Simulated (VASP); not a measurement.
# Si5Mo3 in VASP: notebook

The runs below take Si5Mo3 through single point, with PBE.

All numbers are computed with VASP 6.6.1; they aren't measurements. Logs are shortened: lines on timing, memory, paths and dates and some standing lists are left out, and cuts for length are marked.

## (1) The cell of the first run

The cell holds a disordered packing, 24 atoms: a = 7.460 Å, b = 6.805 Å, c = 7.543 Å, α = 88.30°, β = 87.28°, γ = 88.68°.

## (2) Single point, PBE

Input file INCAR:

```
ALGO = Normal ; EDIFF = 1E-6
ENCUT = 400 ; GGA = PE
GGA_COMPAT = F ; ISIF = 2
ISMEAR = -1 ; ISYM = -1
LASPH = T ; LCHARG = T
LELF = T ; LREAL = Auto
LVHAR = T ; LWAVE = F
NBANDS = 111 ; NELM = 120
PREC = Accurate ; SIGMA = 0.05
```

Input file KPOINTS:

```
explicit points
1
Reciprocal
  0.25000000   0.25000000   0.25000000 1
```

Input file POSCAR:

```
Si5Mo3
1.0
    7.4574090000      0.0809830000      0.1775480000
    0.0809830000      6.8034930000      0.1053960000
    0.1775480000      0.1053960000      7.5398230000
Si Mo
15 9
Direct
    0.9303719360      0.0196056532      0.8970432020
    0.5493841461      0.1442195311      0.3467366252
    0.8285934580      0.5079574430      0.5340345796
    0.4918764046      0.2759859797      0.7156504217
    0.3323519115      0.8272746730      0.4642557446
    0.0717033735      0.2715755198      0.0251347062
    0.1605400177      0.8778003287      0.1579433360
    0.6356398870      0.8509100502      0.5265513386
    0.3350438218      0.7417018927      0.7940103139
    0.1345470040      0.1415948842      0.6524837405
    0.7273916606      0.4564656040      0.8573959119
    0.5865832616      0.6795102144      0.1823953502
    0.0692596801      0.5606358571      0.2845555268
    0.4938899223      0.0776034023      0.0406667032
    0.4187301875      0.4528709579      0.3853711825
    0.7915939471      0.1617569817      0.5867855968
    0.7945232428      0.9430398198      0.2250209803
    0.6538601467      0.8306210870      0.8607602988
    0.0313821782      0.6521449721      0.9582794829
    0.3993430698      0.4391315286      0.9904713586
    0.7811579865      0.3821572653      0.2250104697
    0.2126920991      0.1706454114      0.3069347383
    0.1995773769      0.4798423025      0.6177642335
    0.9997383745      0.8238629764      0.5509335682
```

Potentials or basis: VASP PAW PBE potentials, release 64 (Si, Mo_sv).

Run with:

```
> cat potpaw_PBE.64/Si/POTCAR potpaw_PBE.64/Mo_sv/POTCAR > POTCAR
> mpirun -np 1 vasp_std > vasp.out
```

OUTCAR:

```text
EDIFF = 1E-6
   ENCUT = 400
   GGA = PE
   ISIF = 2
   ISMEAR = -1
   ISYM = -1
   LASPH = T
   LREAL = Auto
   NELM = 120
   PREC = Accurate

 ion  position               nearest neighbor table
   1  0.930  0.020  0.897-   6 2.29  10 2.47  18 2.49  19 2.63  17 2.67  16 2.74   7 2.81  24 2.98

   2  0.549  0.144  0.347-  15 2.32  17 2.42  14 2.42   8 2.47  21 2.52  22 2.55  16 2.63   5 2.82
                             4 2.96
   3  0.829  0.508  0.534-  16 2.40  24 2.53  11 2.54  21 2.55  13 2.56   8 2.71  23 2.87
   4  0.492  0.276  0.716-  20 2.44  11 2.47  16 2.51  23 2.68  14 2.76  15 2.81  10 2.90   2 2.96

   5  0.332  0.827  0.464-   8 2.34  24 2.54   9 2.54  15 2.69   7 2.70  22 2.74  23 2.78   2 2.82
                            10 2.93  12 2.96  13 3.09
   6  0.072  0.272  0.025-   1 2.29  22 2.49  19 2.64  21 2.69  20 2.72  13 2.81   7 2.91  10 2.98
                            11 3.14
   7  0.161  0.878  0.158-  22 2.37  19 2.43  13 2.43   5 2.70  17 2.78   1 2.81   6 2.91  14 2.95
                             9 3.14  24 3.16
   8  0.636  0.851  0.527-   5 2.34   2 2.47  16 2.50  18 2.53  17 2.58   3 2.71  24 2.73  12 2.92
                             9 3.03
   9  0.335  0.742  0.794-  23 2.51   5 2.54  18 2.54  20 2.55  19 2.61   8 3.03   7 3.14  24 3.20

  10  0.135  0.142  0.652-  23 2.37   1 2.47  24 2.56  16 2.63  22 2.65   4 2.90   5 2.93   6 2.98
[... 13 lines left out ...]
  17  0.795  0.943  0.225-   2 2.42  12 2.44   8 2.58   1 2.67   7 2.78  14 2.82  21 2.99  24 3.04
                            18 3.11  16 3.15  19 3.29  13 3.31
  18  0.654  0.831  0.861-  14 2.45   1 2.49   8 2.53   9 2.54  11 2.59  12 2.64  17 3.11  19 3.15
                            16 3.17  24 3.40  20 3.40
  19  0.031  0.652  0.958-   7 2.43  13 2.55   9 2.61   1 2.63   6 2.64  11 2.80  23 3.06  20 3.09
                            18 3.15  21 3.24  24 3.27  17 3.29
  20  0.399  0.439  0.990-   4 2.44   9 2.55  14 2.57  11 2.60  12 2.68   6 2.72  15 2.99  19 3.09
                            22 3.24  23 3.25  18 3.40  21 3.43
  21  0.781  0.382  0.225-  12 2.48   2 2.52   3 2.55  13 2.56   6 2.69  11 2.85  15 2.94  17 2.99
                            16 3.08  19 3.24  20 3.43
  22  0.213  0.171  0.307-   7 2.37   6 2.49   2 2.55  15 2.59  10 2.65   5 2.74  13 2.84  14 2.91
                            23 3.19  20 3.24  24 3.33
  23  0.200  0.480  0.618-  15 2.35  10 2.37   9 2.51   4 2.68  13 2.77   5 2.78  24 2.79   3 2.87
                            19 3.06  22 3.19  20 3.25
  24  1.000  0.824  0.551-   3 2.53   5 2.54  10 2.56   8 2.73  13 2.75  16 2.76  23 2.79   1 2.98
                            17 3.04   7 3.16   9 3.20  19 3.27  22 3.33  18 3.40

IMPORTANT INFORMATION: All symmetrisations will be switched off!
NOSYMM: (Re-)initialisation of all symmetry stuff for point group C_1.

----------------------------------------------------------------------------------------

                                     Primitive cell

  volume of cell :     382.2000
[... 104 lines left out ...]
   EMIN   =  10.00;   EMAX   =-10.00  energy-range for DOS
   EFERMI =   0.00;   METHOD = LEGACY
   ISMEAR =    -1;   SIGMA  =   0.05  broadening in eV -4-tet -1-fermi 0-gaus
   EFERMI_NEDOS =   21; number of points for ismear=-14 and -15
   IALGO  =     38    algorithm
   IMIX   =      4    mixing-type and parameters
     AMIX     =   0.40;   BMIX     =  1.00
     AMIX_MAG =   1.60;   BMIX_MAG =  1.00
  volume/ion in A,a.u.               =      15.92       107.47
  Fermi-wavevector in a.u.,A,eV,Ry     =   1.287703  2.433405 22.560883  1.658178
  Thomas-Fermi vector in A             =   2.419701
   LORBIT       =      0    0 simple, 1 ext, 2 COOP (PROOUT), +10 PAW based schemes
   GGA     = PE    functional components
   LHFCALC =     F    Hartree Fock is set to
   AEXX    =    0.0000 exact exchange contribution
   IVDW    =     0    specifies the selected vdW correction
   LEPSILON=     F    determine dielectric tensor
   LRPA    =     F    only Hartree local field effects (RPA)
 non-spin polarized calculation
  energy-cutoff  :      400.00
  volume of cell :      382.20
 maximum number of plane-waves:      6944
 NGX is ok and might be reduce to    48
   NGX = 25   NGY = 23   NGZ = 25

 number of electron     185.9999996 magnetization

 Free energy of the ion-electron system (eV)
  ---------------------------------------------------
  ext. energy  EPLUGINS =         0.00000000
  ---------------------------------------------------
  free energy    TOTEN  =      -178.46080484 eV

  energy without entropy =     -178.41599148  energy(sigma->0) =     -178.43839816

 E-fermi :   9.8032     XC(G=0): -11.6216

 val. band max:        9.6613953105   @ k =   0.2500   0.2500   0.2500
 cond. band min:       9.9461667300   @ k =   0.2500   0.2500   0.2500
 fundamental gap:      0.2847714195
 Fermi energy:         9.8031587220

 k-point     1 :       0.2500    0.2500    0.2500
  band No.  band energies     occupation
      1     -51.0586      2.00000
      2     -50.9426      2.00000
      3     -50.9205      2.00000
      4     -50.9175      2.00000
      5     -50.8861      2.00000
      6     -50.8400      2.00000
[... 97 lines left out ...]
    104      11.3026      0.00000
    105      11.4056      0.00000
 [bands above 105 left out]

------------------------ aborting loop because EDIFF is reached ----------------------------------------

  FORCE on cell =-STRESS in cart. coord.  units (eV):
  Direction    XX          YY          ZZ          XY          YZ          ZX
  --------------------------------------------------------------------------------------
  -------------------------------------------------------------------------------------
  Total      -20.2913353     -2.6646296    -14.2978826      3.7030952     -0.1463619      2.2241694
  in kB      -85.0610138    -11.1700926    -59.9365379     15.5233270     -0.6135472      9.3236892
  external PRESSURE =     -52.0558814 kB  Pullay stress =       0.0000000 kB

 VOLUME and BASIS-vectors are now :
 -----------------------------------------------------------------------------
  energy-cutoff  :      400.00
  volume of cell :      382.20
      direct lattice vectors                 reciprocal lattice vectors
     7.457409000  0.080983000  0.177548000     0.134186363 -0.001548626 -0.003138177
     0.080983000  6.803493000  0.105396000    -0.001548626  0.147033030 -0.002018846
     0.177548000  0.105396000  7.539823000    -0.003138177 -0.002018846  0.132731227

 POSITION                                       TOTAL-FORCE (eV/Angst)
 -----------------------------------------------------------------------------------
      7.09902      0.30328      6.93080        -0.526896     -0.931101     -0.491743
      4.17022      1.06223      2.72707        -0.406445     -0.506888      0.430502
      6.31511      3.57927      4.22718         0.697039      0.901176     -0.392858
      3.81754      1.99293      5.51230        -0.490676     -0.235174     -0.040870
      2.62791      5.70420      3.64661        -0.174986     -0.072773     -0.081634
      0.56118      1.85612      0.23086         0.572724      1.125332     -0.102288
[... 16 lines left out ...]
      1.63687      3.34588      4.74384        -0.351914      0.683001      0.313244
      7.61999      5.74417      4.41828        -0.244549      0.751544      0.432745
 -----------------------------------------------------------------------------------
    total drift:                               -0.000866     -0.003383      0.003317

  FREE ENERGIE OF THE ION-ELECTRON SYSTEM (eV)
  ---------------------------------------------------
  free  energy   TOTEN  =      -178.4608048450 eV

  energy  without entropy=     -178.4159914805  energy(sigma->0) =     -178.43839816
```

OSZICAR:

```text
N       E                     dE             d eps       ncg     rms          rms(c)
DAV:   1     0.142225476586E+04    0.14223E+04   -0.90563E+04   254   0.130E+03
DAV:   2    -0.103674435614E+03   -0.15259E+04   -0.14870E+04   261   0.383E+02
DAV:   3    -0.185148534703E+03   -0.81474E+02   -0.78745E+02   284   0.758E+01
[... 11 lines left out ...]
DAV:  15    -0.178460847144E+03    0.56188E-04   -0.90502E-04   284   0.124E-01    0.665E-02
DAV:  16    -0.178460807769E+03    0.39375E-04   -0.27082E-04   284   0.633E-02    0.271E-02
DAV:  17    -0.178460807024E+03    0.74535E-06   -0.65955E-05   284   0.340E-02    0.171E-02
DAV:  18    -0.178460804643E+03    0.23807E-05   -0.14085E-05   252   0.158E-02    0.508E-03
DAV:  19    -0.178460804845E+03   -0.20196E-06   -0.24384E-06   172   0.648E-03
   1 F= -.17846080E+03 E0= -.17843840E+03  d E =-.448134E-01
```

stdout:

```text
POSCAR found type information on POSCAR SiMo
 POSCAR found :  2 types and      24 ions
 scaLAPACK will be used
 LDA part: xc-table for (Slater+PW92), standard interpolation
 POSCAR, INCAR and KPOINTS ok, starting setup
 FFT: planning ... GRIDC
 FFT: planning ... GRID_SOFT
 FFT: planning ... GRID
 WAVECAR not read
 entering main loop
```

It took 2 min on 1 thread of Intel Xeon 8259CL, shared host; peak memory 0.33 GiB.

Results:

```
Free energy   : -178.4608 eV
Pressure      : -5.2 GPa
Largest force : 1.805 eV/Å
```

Forces on the atoms (eV/Å):
```
Si  -0.527 -0.931 -0.492
Si  -0.406 -0.507  0.431
Si   0.697  0.901 -0.393
Si  -0.491 -0.235 -0.041
Si  -0.175 -0.073 -0.082
Si   0.573  1.125 -0.102
Si  -0.276 -0.227 -0.612
Si   0.371 -0.390  0.109
Si  -0.292  0.084  0.445
Si  -0.082 -0.813 -0.222
Si   0.776 -0.147  0.863
Si  -0.666 -0.194 -0.515
Si  -0.340 -1.029  0.487
Si  -0.375  0.547  0.136
Si   0.573  0.703 -1.560
Mo  -0.109 -0.062  0.499
Mo   1.662  0.142 -0.135
Mo  -0.248 -0.252 -0.315
Mo  -0.331 -0.176 -0.392
Mo   0.386  0.076  1.281
Mo   0.041 -0.087 -0.101
Mo  -0.165  0.111 -0.035
Mo  -0.352  0.683  0.313
Mo  -0.245  0.752  0.433
```

Stress tensor (GPa, compression positive):
```
-8.51  1.55  0.93
 1.55 -1.12 -0.06
 0.93 -0.06 -5.99
```

Levels at points of the mesh, in eV from the Fermi level:
| k point | band 91 | band 92 | band 93 | band 94 | band 95 | band 96 |
| --- | --- | --- | --- | --- | --- | --- |
| (0.25, 0.25, 0.25) | -0.44 | -0.37 | -0.14 | 0.14 | 0.31 | 0.46 |

Caveat: the atoms stand as in a frame of molecular dynamics.

## (3) Single point, PBE

Input file INCAR:

```
SYSTEM = Si5Mo3
ALGO = Normal ; EDIFF = 1E-6
ENCUT = 400 ; GGA = PE
GGA_COMPAT = .FALSE. ; ISIF = 2
ISMEAR = -1 ; ISYM = -1
LASPH = .TRUE. ; LCHARG = .FALSE.
LREAL = Auto ; LWAVE = .FALSE.
NBANDS = 111 ; NELM = 120
PREC = Accurate ; SIGMA = 0.05
```

KPOINTS is that of step 2.

Input file POSCAR:

```
Si5Mo3
1.0
    7.4574090000      0.0809830000      0.1775480000
    0.0809830000      6.8034930000      0.1053960000
    0.1775480000      0.1053960000      7.5398230000
Si Mo
15 9
Direct
    0.9370192060      0.0178032744      0.8814843160
    0.5470289901      0.1200623670      0.3839754599
    0.8313435865      0.5038201102      0.5420956148
    0.4885114217      0.2616896088      0.7251172522
    0.3500062562      0.8176297607      0.4293435248
    0.1067208736      0.2787859896      0.0160906953
    0.1656361427      0.8695124459      0.1298004609
    0.6644699471      0.8369997943      0.5079982991
    0.2987872546      0.7560761343      0.8007858434
    0.1825735879      0.1325047500      0.6546311437
    0.7296117059      0.4547402529      0.8772887768
    0.5912824580      0.6946016741      0.1467374956
    0.0725268424      0.5204511616      0.2843060817
    0.4871319125      0.0724268265      0.0556680449
    0.4432522419      0.4563623997      0.3635025225
    0.7851890315      0.1615798030      0.5950223756
    0.8190814086      0.9502779887      0.2052040526
    0.6399201657      0.8389833223      0.8474058301
    0.0241096458      0.6406142726      0.9531937552
    0.4088930412      0.4370921551      1.0051159150
    0.7652914523      0.3732974143      0.2244682639
    0.2171272656      0.1683149414      0.2980744729
    0.1929216452      0.5004412011      0.5994669433
    1.0157620822      0.8255362474      0.5596081308
```

Potentials or basis: VASP PAW PBE potentials, release 64 (Si, Mo_sv).

Run with:

```
> cat potpaw_PBE.64/Si/POTCAR potpaw_PBE.64/Mo_sv/POTCAR > POTCAR
> mpirun -np 1 vasp_std > vasp.out
```

OUTCAR:

```text
SYSTEM = Si5Mo3
   EDIFF = 1E-6
   ENCUT = 400
   GGA = PE
   ISIF = 2
   ISMEAR = -1
   ISYM = -1
   LASPH = .TRUE.
   LREAL = Auto
   NELM = 120
   PREC = Accurate

 ion  position               nearest neighbor table
   1  0.937  0.018  0.881-   6 2.47  10 2.57  18 2.58  17 2.59  16 2.64  19 2.68   7 2.75  24 2.82

   2  0.547  0.120  0.384-   8 2.29  15 2.40  16 2.47   5 2.56  14 2.57  22 2.59  21 2.62  17 2.65
                             4 2.79
   3  0.831  0.504  0.542-  16 2.38   8 2.57  13 2.59  11 2.62  24 2.62  21 2.65  23 2.75
   4  0.489  0.262  0.725-  16 2.47  20 2.50  10 2.55  11 2.58  14 2.77   2 2.79  23 2.89  15 3.03
                            18 3.19
   5  0.350  0.818  0.429-   8 2.45   2 2.56  15 2.60  24 2.64   7 2.71  23 2.74  22 2.74   9 2.83
                            12 2.86  10 2.99
   6  0.107  0.279  0.016-  22 2.41   1 2.47  20 2.52  19 2.56  13 2.64   7 2.92  10 2.96  21 3.00
[... 21 lines left out ...]
  17  0.819  0.950  0.205-  12 2.52   1 2.59   8 2.61   2 2.65   7 2.67  14 2.87  21 2.90  18 3.19
                            24 3.19  19 3.19  16 3.31  22 3.46
  18  0.640  0.839  0.847-  12 2.45  14 2.49   8 2.56   1 2.58   9 2.66  11 2.69  16 3.05  17 3.19
                             4 3.19  19 3.26  20 3.42  24 3.46
  19  0.024  0.641  0.953-   7 2.38   9 2.44   6 2.56  13 2.64  11 2.65   1 2.68  23 3.06  24 3.19
                            20 3.19  17 3.19  18 3.26  21 3.28
  20  0.409  0.437  0.005-   4 2.50   6 2.52  12 2.53  11 2.54  14 2.56  15 2.73   9 2.76  22 3.14
                            19 3.19  21 3.21  13 3.25  18 3.42
  21  0.765  0.373  0.224-  12 2.58  13 2.59   2 2.62  15 2.63   3 2.65  11 2.68  17 2.90   6 3.00
                            16 3.11  20 3.21  14 3.27  19 3.28
  22  0.217  0.168  0.298-   6 2.41   7 2.48   2 2.59  13 2.61  15 2.69  10 2.69  14 2.74   5 2.74
                            20 3.14  23 3.25  24 3.35  17 3.46
  23  0.193  0.500  0.599-   9 2.51  10 2.53  15 2.54  24 2.57  13 2.58   5 2.74   3 2.75   4 2.89
                            19 3.06  22 3.25
  24  0.016  0.826  0.560-  23 2.57  10 2.59   3 2.62   5 2.64   8 2.67   1 2.82  16 2.84   9 2.87
                            13 2.99  19 3.19  17 3.19  22 3.35  18 3.46

IMPORTANT INFORMATION: All symmetrisations will be switched off!
NOSYMM: (Re-)initialisation of all symmetry stuff for point group C_1.

----------------------------------------------------------------------------------------
[... 127 lines left out ...]
  energy-cutoff  :      400.00
  volume of cell :      382.20
 maximum number of plane-waves:      6944
 NGX is ok and might be reduce to    48
   NGX = 25   NGY = 23   NGZ = 25

 number of electron     185.9999996 magnetization

 Free energy of the ion-electron system (eV)
  ---------------------------------------------------
  ext. energy  EPLUGINS =         0.00000000
  ---------------------------------------------------
  free energy    TOTEN  =      -178.74189132 eV

  energy without entropy =     -178.66076790  energy(sigma->0) =     -178.70132961

 E-fermi :   9.8405     XC(G=0): -11.6299

 val. band max:        9.7471751193   @ k =   0.2500   0.2500   0.2500
 cond. band min:       9.9340762840   @ k =   0.2500   0.2500   0.2500
 fundamental gap:      0.1869011647
 Fermi energy:         9.8405304635

 k-point     1 :       0.2500    0.2500    0.2500
  band No.  band energies     occupation
      1     -51.1824      2.00000
      2     -50.9218      2.00000
      3     -50.9051      2.00000
      4     -50.8948      2.00000
      5     -50.8805      2.00000
      6     -50.8156      2.00000
[... 97 lines left out ...]
    104      11.3543      0.00000
    105      11.4398      0.00000
 [bands above 105 left out]

------------------------ aborting loop because EDIFF is reached ----------------------------------------

  FORCE on cell =-STRESS in cart. coord.  units (eV):
  Direction    XX          YY          ZZ          XY          YZ          ZX
  --------------------------------------------------------------------------------------
  -------------------------------------------------------------------------------------
  Total      -21.7659086     -7.7669913    -17.3065341      2.6299774     -4.3000018      3.7447824
  in kB      -91.2424056    -32.5591265    -72.5487660     11.0248313    -18.0255518     15.6980792
  external PRESSURE =     -65.4500994 kB  Pullay stress =       0.0000000 kB

 VOLUME and BASIS-vectors are now :
 -----------------------------------------------------------------------------
  energy-cutoff  :      400.00
  volume of cell :      382.20
      direct lattice vectors                 reciprocal lattice vectors
     7.457409000  0.080983000  0.177548000     0.134186363 -0.001548626 -0.003138177
     0.080983000  6.803493000  0.105396000    -0.001548626  0.147033030 -0.002018846
     0.177548000  0.105396000  7.539823000    -0.003138177 -0.002018846  0.132731227

 POSITION                                       TOTAL-FORCE (eV/Angst)
 -----------------------------------------------------------------------------------
      7.14568      0.28991      6.81448        -0.480846      0.004572     -0.284419
      4.15732      0.90161      3.00489        -0.389608      0.693302     -0.968849
      6.33672      3.55220      4.28801         0.658837      0.843249     -0.417408
      3.79297      1.89639      5.58157        -0.163520     -0.143629      0.558776
      2.75258      5.63633      3.38549        -0.297843     -0.449210      0.411996
      0.82129      1.90706      0.16965        -1.141969     -0.104913     -1.013653
[... 16 lines left out ...]
      1.58566      3.48355      4.60687         0.556074     -0.691729     -0.068972
      0.28376      5.67679      4.30915        -0.791516      0.778686      0.443984
 -----------------------------------------------------------------------------------
    total drift:                               -0.000620      0.001856     -0.002197

  FREE ENERGIE OF THE ION-ELECTRON SYSTEM (eV)
  ---------------------------------------------------
  free  energy   TOTEN  =      -178.7418913164 eV

  energy  without entropy=     -178.6607678970  energy(sigma->0) =     -178.70132961
```

It took 2 min on 1 thread of Intel Xeon 8259CL, shared host; peak memory 0.33 GiB.

Results:

| Property | Result |
| --- | --- |
| Free energy | -178.7419 eV |
| Pressure | -6.5 GPa |
| Largest force | 1.661 eV/Å |

Forces in eV/Å, atoms in the order of the input:
```
Si  -0.481  0.005 -0.284
Si  -0.390  0.693 -0.969
Si   0.659  0.843 -0.417
Si  -0.164 -0.144  0.559
Si  -0.298 -0.449  0.412
Si  -1.142 -0.105 -1.014
Si  -0.194  0.166  0.576
Si   0.620 -1.299  0.352
Si   1.584  0.470 -0.169
Si  -0.896 -0.501 -0.193
Si   0.343 -0.247 -0.184
Si   0.333 -0.087  0.615
Si  -0.631 -0.019 -0.349
Si   0.349  0.792  0.189
Si  -0.084  0.037 -0.331
Mo   1.041 -0.083  0.233
Mo  -0.067  0.701  0.443
Mo  -0.204 -0.180 -0.302
Mo  -0.891 -0.207  0.234
Mo  -0.604  0.638 -0.460
Mo   0.746 -0.268 -0.010
Mo   0.605 -0.841  0.695
Mo   0.556 -0.692 -0.069
Mo  -0.792  0.779  0.444
```

Caveat: the atoms stand as in a frame of molecular dynamics.
